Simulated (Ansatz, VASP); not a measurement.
**One calculation of HfN, two programs**

```
Hf N
1.0
     0.00000    2.45482    2.45482
     2.45482    0.00000    2.45482
     2.45482    2.45482    0.00000
Hf N
1 1
Direct
  0.00000 0.00000 0.00000
  0.25000 0.25000 0.25000
```

Alike in both runs: task single point; functional PBE-based screened hybrid; k mesh 5 × 5 × 5; occupations fermi-dirac, width 0.05 eV; no spin polarisation.

|  | VASP | Ansatz |
| --- | --- | --- |
| version | VASP 6.6.1 | Ansatz 0.2.0 |
| potentials or method | VASP PAW PBE potentials, release 64 (Hf_pv, N) | Ansatz PAW |
| plane-wave cutoff (eV) | 520 | 420 |
| valence electrons in the cell | 15 | 31 |

VASP gave:

```
gap on the k mesh at the Fermi level (eV) : none
pressure (GPa)                            : -7.7
```

Question: Which values does Ansatz return?

Answer: gap on the k mesh at the Fermi level (eV): none; pressure (GPa): -3.5.

VASP's potentials were made for PBE, not for PBE-based screened hybrid. A gap of «none» marks a metal or a gap that the smearing closes. With one functional, cell and mesh, what is left measures potentials, basis and numerics. VASP's potentials hold 15 valence electrons a cell and Ansatz's 31, so a difference there can come from the potentials and not from the codes.

The k mesh is coarse, so the values compare programs but aren't converged. Neither program's run includes spin-orbit coupling.
